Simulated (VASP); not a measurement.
A run of VASP 6.6.1:

INCAR

```
PREC = Accurate
ENCUT = 560
EDIFF = 1E-6
ISMEAR = 0
SIGMA = 0.15
LREAL = F
LASPH = T
NELM = 200
ALGO = Normal
ISIF = 2
LWAVE = F
LCHARG = T
ISPIN = 2
MAGMOM = 1 0 0 0
LORBIT = 11
LMAXMIX = 4
GGA = PE
LELF = T
LVHAR = T
NBANDS = 28
GGA_COMPAT = F
```

Contents of KPOINTS:

```
regular mesh
0
Gamma
  4 4 2
```

Contents of POSCAR:

```
ReS3
1.0
    2.5915670671      0.0000000000      0.0000000000
    0.0000000000      2.5915670671      0.0000000000
    0.0000000000      0.0000000000     10.0398585624
Re S
1 3
Direct
    0.0000000000      0.0000000000      0.5000000000
    0.0000000000      0.0000000000      0.7420731627
    0.0000000000      0.0000000000      0.2579268373
    0.0000000000      0.0000000000      0.0000000000
```

Potentials or basis: VASP PAW PBE potentials, release 64 (Re_sv_GW, S).

Command:

```console
$ cat potpaw_PBE.64/Re_sv_GW/POTCAR potpaw_PBE.64/S/POTCAR > POTCAR
$ mpirun -np 1 vasp_std > vasp.out
```

Hardware: 1 thread of Intel(R) Xeon(R) 6975P-C (Granite Rapids) (shared host).

Task: How long does it take, and how much memory?

Result: Run time: 30 s on 1 thread of Intel(R) Xeon(R) 6975P-C (Granite Rapids), with other jobs on the host, peak memory 0.22 GiB. Counts: scf iterations 20, k points 12.
